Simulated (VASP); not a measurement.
A run of VASP 6.6.1 is set up as follows.

The input INCAR:

```
  PREC = Accurate
  ENCUT = 560
  EDIFF = 1E-6
  ISMEAR = -1
  SIGMA = 0.05
  LREAL = F
  LASPH = T
  NELM = 120
  ALGO = Normal
  ISIF = 2
  LWAVE = F
  LCHARG = T
  LELF = T
  LVHAR = T
  NBANDS = 23
  GGA_COMPAT = F
```

KPOINTS

```
Automatic mesh
0
Gamma
  11 11 6
```

The input POSCAR:

```
Os
1.0
    2.7522071502      0.0000000000      0.0000000000
   -1.3761035751      2.3834813086      0.0000000000
    0.0000000000      0.0000000000      4.3483081185
Os
2
Direct
    0.6666666667      0.3333333333      0.7500000000
    0.3333333333      0.6666666667      0.2500000000
```

Potentials or basis: VASP PAW LDA potentials, release 64 (Os_sv_GW).

Launch:

```sh
$ cat potpaw_LDA.64/Os_sv_GW/POTCAR > POTCAR
$ mpirun -np 1 vasp_std > vasp.out
```

Task: Estimate the pressure.

Result: -16.1 GPa.

Task: What does it give for the band gap on the k mesh?

Result: Zero (bands 16 and 17 overlap by 3.79 eV).

Stress tensor (GPa, compression positive):
```
-15.83   0.00   0.00
  0.00 -15.83   0.00
  0.00   0.00 -16.69
```

Caveat: the cell stands under tension; spin-orbit coupling is left out, which moves the levels of the heavy elements.
